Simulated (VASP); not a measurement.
# Zn2W (Fd-3m) in VASP: further runs, part 2 of 2

VASP 6.6.1.

### Step 4. Single point, PBE

File INCAR:

```
SYSTEM = Zn2W
  ALGO = Fast
  EDIFF = 1E-6
  ENCUT = 520
  GGA = PE
  ISIF = 2
  ISMEAR = 0
  LASPH = .TRUE.
  LCHARG = .FALSE.
  LREAL = .FALSE.
  LWAVE = .FALSE.
  NBANDS = 47
  NELM = 80
  PREC = Accurate
  SIGMA = 0.02
```

File KPOINTS:

```
k-points
0
G
  8 8 8
  0 0 0
```

File POSCAR:

```
Zn2W
1.0
    0.0000000000      3.4720448369      3.4720448369
    3.4720448369      0.0000000000      3.4720448369
    3.4720448369      3.4720448369      0.0000000000
Zn W
4 2
Direct
    0.1250000000      0.1250000000      0.1250000000
    0.6250000000      0.1250000000      0.1250000000
    0.1250000000      0.1250000000      0.6250000000
    0.1250000000      0.6250000000      0.1250000000
    0.5000000000      0.5000000000      0.5000000000
    0.7500000000      0.7500000000      0.7500000000
```

Potentials or basis: VASP PAW PBE potentials, release 64 (Zn, W_sv).

Run with:

```console
> cat potpaw_PBE.64/Zn/POTCAR potpaw_PBE.64/W_sv/POTCAR > POTCAR
> mpirun -np 1 vasp_std > vasp.out
```

OUTCAR:

```text
SYSTEM = Zn2W
   EDIFF = 1E-6
   ENCUT = 520
   GGA = PE
   ISIF = 2
   ISMEAR = 0
   LASPH = .TRUE.
   LREAL = .FALSE.
   NELM = 80
   PREC = Accurate

 ion  position               nearest neighbor table
   1  0.125  0.125  0.125-   2 2.46   3 2.46   4 2.46   3 2.46   4 2.46   2 2.46   6 2.88   5 2.88
                             6 2.88   5 2.88   6 2.88   5 2.88
   2  0.625  0.125  0.125-   1 2.46   3 2.46   4 2.46   1 2.46   3 2.46   4 2.46   5 2.88   6 2.88
                             5 2.88   5 2.88   6 2.88   6 2.88
   3  0.125  0.125  0.625-   1 2.46   1 2.46   2 2.46   4 2.46   4 2.46   2 2.46   6 2.88   5 2.88
                             6 2.88   5 2.88   6 2.88   5 2.88
   4  0.125  0.625  0.125-   1 2.46   3 2.46   1 2.46   2 2.46   3 2.46   2 2.46   5 2.88   6 2.88
                             5 2.88   6 2.88   6 2.88   5 2.88
   5  0.500  0.500  0.500-   1 2.88   3 2.88   4 2.88   1 2.88   2 2.88   3 2.88   1 2.88   2 2.88
                             4 2.88   2 2.88   3 2.88   4 2.88   6 3.01   6 3.01   6 3.01   6 3.01
   6  0.750  0.750  0.750-   2 2.88   3 2.88   4 2.88   1 2.88   2 2.88   4 2.88   1 2.88   2 2.88
                             3 2.88   1 2.88   3 2.88   4 2.88   5 3.01   5 3.01   5 3.01   5 3.01

  LATTYP: Found a face centered cubic cell.
 ALAT       =     6.9440896738

  Lattice vectors:

 A1 = (   0.0000000000,   3.4720448369,   3.4720448369)
 A2 = (   3.4720448369,   0.0000000000,   3.4720448369)
 A3 = (   3.4720448369,   3.4720448369,   0.0000000000)

Analysis of symmetry for initial positions (statically):
=====================================================================
 Subroutine PRICEL returns:
 Original cell was already a primitive cell.

 Routine SETGRP: Setting up the symmetry group for a
 face centered cubic supercell.

 Subroutine GETGRP returns: Found 48 space group operations
 (whereof 24 operations were pure point group operations)
 out of a pool of 48 trial point group operations.

The static configuration has the point symmetry T_d .
 The point group associated with its full space group is O_h .

Analysis of symmetry for dynamics (positions and initial velocities):
=====================================================================
 Subroutine PRICEL returns:
 Original cell was already a primitive cell.

 Routine SETGRP: Setting up the symmetry group for a
 face centered cubic supercell.

 Subroutine GETGRP returns: Found 48 space group operations
 (whereof 24 operations were pure point group operations)
 out of a pool of 48 trial point group operations.

The dynamic configuration has the point symmetry T_d .
 The point group associated with its full space group is O_h .

 Subroutine INISYM returns: Found 48 space group operations
 (whereof 24 operations are pure point group operations),
 and found     1 'primitive' translations

----------------------------------------------------------------------------------------

                                     Primitive cell

  volume of cell :      83.7117

  direct lattice vectors                    reciprocal lattice vectors
     0.000000000  3.472044837  3.472044837    -0.144007357  0.144007357  0.144007357
     3.472044837  0.000000000  3.472044837     0.144007357 -0.144007357  0.144007357
     3.472044837  3.472044837  0.000000000     0.144007357  0.144007357 -0.144007357

  length of vectors
     4.910212898  4.910212898  4.910212898     0.249428059  0.249428059  0.249428059

  position of ions in fractional coordinates (direct lattice)
     0.125000000  0.125000000  0.125000000
     0.625000000  0.125000000  0.125000000
[... 68 lines left out ...]
   number of dos      NEDOS =    301   number of ions     NIONS =      6
   total plane-waves  NPLWV =  64000
   dimension x,y,z NGX =    40 NGY =   40 NGZ =   40
   dimension x,y,z NGXF=    80 NGYF=   80 NGZF=   80
   ions per type =               4   2
   NGX,Y,Z   is equivalent  to a cutoff of  13.54, 13.54, 13.54 a.u.
   NGXF,Y,Z  is equivalent  to a cutoff of  27.09, 27.09, 27.09 a.u.
 SYSTEM =  Zn2W
   PREC   = accura    normal or accurate (medium, high low for compatibility)
   ISTART =      0    job   : 0-new  1-cont  2-samecut
   ICHARG =      2    charge: 1-file 2-atom 10-const
   ISPIN  =      1    spin polarized calculation?
   LNONCOLLINEAR =      F non collinear calculations
   LSORBIT =      F    spin-orbit coupling
   LASPH  =      T    aspherical Exc in radial PAW
   ENCUT  =  520.0 eV  38.22 Ry    6.18 a.u.   9.13  9.13  9.13*2*pi/ulx,y,z
   NELM   =     80;   NELMIN=  2; NELMDL= -5     # of ELM steps
   EDIFF  = 0.1E-05   stopping-criterion for ELM
   LREAL  =      F    real-space projection
   EDIFFG = 0.1E-04   stopping-criterion for IOM
   NSW    =      0    number of steps for IOM
   IBRION =     -1    ionic relax: 0-MD 1-quasi-New 2-CG
   NFREE  =      0    steps in history (QN), initial steepest desc. (CG)
   ISIF   =      2    stress and relaxation
   ISYM   =      2    0-nonsym 1-usesym 2-fastsym
   POTIM  = 0.5000    time-step for ionic-motion
   TEBEG  =    0.0;   TEEND  =   0.0 temperature during run
   PSTRESS=    0.0 pullay stress
   NELECT =      76.0000    total number of electrons
   NUPDOWN=      -1.0000    fix difference up-down
   EMIN   =  10.00;   EMAX   =-10.00  energy-range for DOS
   EFERMI =   0.00;   METHOD = LEGACY
   ISMEAR =     0;   SIGMA  =   0.02  broadening in eV -4-tet -1-fermi 0-gaus
   EFERMI_NEDOS =   21; number of points for ismear=-14 and -15
   IALGO  =     68    algorithm
   IMIX   =      4    mixing-type and parameters
     AMIX     =   0.40;   BMIX     =  1.00
     AMIX_MAG =   1.60;   BMIX_MAG =  1.00
  volume/ion in A,a.u.               =      13.95        94.15
  Fermi-wavevector in a.u.,A,eV,Ry     =   1.585200  2.995593 34.189519  2.512859
  Thomas-Fermi vector in A             =   2.684701
   LORBIT       =      0    0 simple, 1 ext, 2 COOP (PROOUT), +10 PAW based schemes
   GGA     = PE    functional components
   LHFCALC =     F    Hartree Fock is set to
   AEXX    =    0.0000 exact exchange contribution
   IVDW    =     0    specifies the selected vdW correction
   LEPSILON=     F    determine dielectric tensor
   LRPA    =     F    only Hartree local field effects (RPA)
 non-spin polarized calculation
 RMM-DIIS sequential band-by-band and
 Gauss-broadening in eV      SIGMA  =   0.02
  energy-cutoff  :      520.00
  volume of cell :       83.71
 maximum number of plane-waves:      2272
 NGX is ok and might be reduce to    40
   NGX = 19   NGY = 19   NGZ = 19

 number of electron      75.9999997 magnetization

 Free energy of the ion-electron system (eV)
  ---------------------------------------------------
  ext. energy  EPLUGINS =         0.00000000
  ---------------------------------------------------
  free energy    TOTEN  =       -29.38472485 eV

  energy without entropy =      -29.38424083  energy(sigma->0) =      -29.38448284

 E-fermi :   6.7109     XC(G=0): -12.9176

 val. band max:        6.6492227117   @ k =  -0.2500   0.3750   0.1250
 cond. band min:       6.7218867579   @ k =  -0.3750   0.2500   0.0000
 fundamental gap:      0.0726640463
 Fermi energy:         6.7109275430

 k-point     1 :       0.0000    0.0000    0.0000
  band No.  band energies     occupation
      1     -67.6228      2.00000
      2     -67.5888      2.00000
      3     -31.8441      2.00000
      4     -31.8441      2.00000
      5     -31.8441      2.00000
      6     -31.6588      2.00000
[... 1189 lines left out ...]
     46      12.2297      0.00000
     47      13.6850      0.00000

 [... further k-points ...]

------------------------ aborting loop because EDIFF is reached ----------------------------------------

  FORCE on cell =-STRESS in cart. coord.  units (eV):
  Direction    XX          YY          ZZ          XY          YZ          ZX
  --------------------------------------------------------------------------------------
  -------------------------------------------------------------------------------------
  Total        0.2983923      0.2983923      0.2983923      0.0000000      0.0000000      0.0000000
  in kB        5.7110014      5.7110014      5.7110014      0.0000000      0.0000000      0.0000000
  external PRESSURE =       5.7110014 kB  Pullay stress =       0.0000000 kB

 VOLUME and BASIS-vectors are now :
 -----------------------------------------------------------------------------
  energy-cutoff  :      520.00
  volume of cell :       83.71
      direct lattice vectors                 reciprocal lattice vectors
     0.000000000  3.472044837  3.472044837    -0.144007357  0.144007357  0.144007357
     3.472044837  0.000000000  3.472044837     0.144007357 -0.144007357  0.144007357
     3.472044837  3.472044837  0.000000000     0.144007357  0.144007357 -0.144007357

 POSITION                                       TOTAL-FORCE (eV/Angst)
 -----------------------------------------------------------------------------------
      0.86801      0.86801      0.86801         0.000000      0.000000      0.000000
      0.86801      2.60403      2.60403         0.000000      0.000000     -0.000000
      2.60403      2.60403      0.86801         0.000000      0.000000     -0.000000
      2.60403      0.86801      2.60403         0.000000      0.000000      0.000000
      3.47204      3.47204      3.47204        -0.000000     -0.000000     -0.000000
      5.20807      5.20807      5.20807         0.000000      0.000000      0.000000
 -----------------------------------------------------------------------------------
    total drift:                                0.000000     -0.000000      0.000000

  FREE ENERGIE OF THE ION-ELECTRON SYSTEM (eV)
  ---------------------------------------------------
  free  energy   TOTEN  =       -29.3847248453 eV

  energy  without entropy=      -29.3842408270  energy(sigma->0) =      -29.38448284
```

OSZICAR:

```text
N       E                     dE             d eps       ncg     rms          rms(c)
DAV:   1     0.758322275992E+03    0.75832E+03   -0.38824E+04  2798   0.245E+03
DAV:   2     0.388634132669E+02   -0.71946E+03   -0.69931E+03  2726   0.589E+02
DAV:   3    -0.294486152549E+02   -0.68312E+02   -0.66207E+02  3001   0.174E+02
DAV:   4    -0.315656101694E+02   -0.21170E+01   -0.20993E+01  3150   0.301E+01
DAV:   5    -0.315918027927E+02   -0.26193E-01   -0.26187E-01  3042   0.304E+00    0.232E+01
RMM:   6    -0.296110394635E+02    0.19808E+01   -0.58882E+00  2861   0.184E+01    0.104E+01
RMM:   7    -0.294699752006E+02    0.14106E+00   -0.14909E+00  3158   0.662E+00    0.206E+00
RMM:   8    -0.293987924181E+02    0.71183E-01   -0.27154E-01  3197   0.346E+00    0.193E+00
RMM:   9    -0.293882297075E+02    0.10563E-01   -0.75667E-02  3226   0.171E+00    0.343E-01
RMM:  10    -0.293870370962E+02    0.11926E-02   -0.33162E-02  3299   0.915E-01    0.539E-01
RMM:  11    -0.293847387508E+02    0.22983E-02   -0.48153E-03  3283   0.496E-01    0.119E-01
RMM:  12    -0.293847134700E+02    0.25281E-04   -0.98139E-04  3251   0.140E-01    0.159E-02
RMM:  13    -0.293847284451E+02   -0.14975E-04   -0.16881E-04  3408   0.736E-02    0.225E-02
RMM:  14    -0.293847244035E+02    0.40416E-05   -0.22249E-05  3160   0.276E-02    0.121E-02
RMM:  15    -0.293847248453E+02   -0.44182E-06   -0.54311E-06  2462   0.127E-02
   1 F= -.29384725E+02 E0= -.29384483E+02  d E =-.484018E-03
```

It took 4.9 min on 1 thread of Oxide Virtual Turin-like, shared host; peak memory 0.25 GiB.

What came out:

```yaml
Free_energy: -29.3847 eV
Pressure: 0.6 GPa
Band_gap_on_the_k_mesh: zero (band 38 reaches 6.82 eV, above the bottom of band 39 at 6.65 eV)
```

Caveat: spin-orbit coupling is left out, which moves the levels of the heavy elements.

### Step 5. Summary

| cell | k mesh | smearing | gap on the mesh (eV) | pressure (GPa) |
| --- | --- | --- | --- | --- |
| a = 4.909 Å, angles 60.0°, 6 atoms | 4 × 4 × 4 | gaussian 0.1 eV | 0.70 | 0.6 |
| a = 5.013 Å, angles 60.0°, 6 atoms | 4 × 4 × 4 | gaussian 0.1 eV | 0.65 | -9.6 |
| a = 4.910 Å, angles 60.0°, 6 atoms | 8 × 8 × 8 | gaussian 0.02 eV | none | 0.6 |

Alike in all rows: task single point; level PBE; potentials or basis VASP PAW PBE potentials, release 64 (Zn, W_sv); no spin polarisation; cutoff (eV) 520.

Caveats: spin-orbit coupling is left out, which moves the levels of the heavy elements.

Total energies depend on the potentials used, so only differences within one code and one set of settings carry meaning.
